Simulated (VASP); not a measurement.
Write the native input for VASP 6.6.1 that does the following.

* Task: single point
* Functional: PBE
* Potentials or basis: VASP PAW PBE potentials, release 64 (Ni, O)
* Cutoff: 600 eV
* k mesh: 4 × 4 × 4
* Occupations: gaussian, width 0.01 eV
* Spin: collinear spin, antiferromagnetic start
* Starting moments: [2.0, -2.0, 0.0, 0.0] μB
* Dipole correction: no
* Further INCAR settings: ALGO = Normal; EDIFF = 1e-06; NBANDS = 28

The structure of NiO lies in POSCAR:

```
NiO
1.0
    4.1700000000      2.0850000000      2.0850000000
    2.0850000000      4.1700000000      2.0850000000
    2.0850000000      2.0850000000      4.1700000000
Ni O
2 2
Direct
    0.0000000000      0.0000000000      0.0000000000
    0.5000000000      0.5000000000      0.5000000000
    0.2458464009      0.2458464009      0.2458464009
    0.7541535991      0.7541535991      0.7541535991
```

One way to write it, as run:

INCAR

```
ALGO = Normal
EDIFF = 1E-6
ENCUT = 600
GGA = PE
GGA_COMPAT = False
ISIF = 2
ISMEAR = 0
ISPIN = 2
LASPH = True
LCHARG = False
LMAXMIX = 4
LORBIT = 11
LREAL = False
LWAVE = False
MAGMOM = 2 -2 0 0
NBANDS = 28
NELM = 200
PREC = Accurate
SIGMA = 0.01
```

KPOINTS

```
k-points
0
Gamma
  4 4 4
```

Potentials or basis: VASP PAW PBE potentials, release 64 (Ni, O).

Command:

```console
$ cat potpaw_PBE.64/Ni/POTCAR potpaw_PBE.64/O/POTCAR > POTCAR
$ mpirun -np 1 vasp_std > vasp.out
```

It gave:

```yaml
Pressure: 3.6 GPa
Largest_force: 0.677 eV/Å
Band_gap_on_the_k_mesh: 0.72 eV
Net_moment: 0.00 μB per cell
Site_moments: Ni +1.36, -1.35; O +0.00 μB
Valence_electrons_inside_the_program's_atomic_spheres: Ni 8.95, 9.07; O 4.98
```

Caveat: the k points lie up to 0.62 Å⁻¹ apart.

Wall time 3.6 min on 1 thread of Intel Xeon 8259CL, on a shared host, peak memory 0.32 GiB.
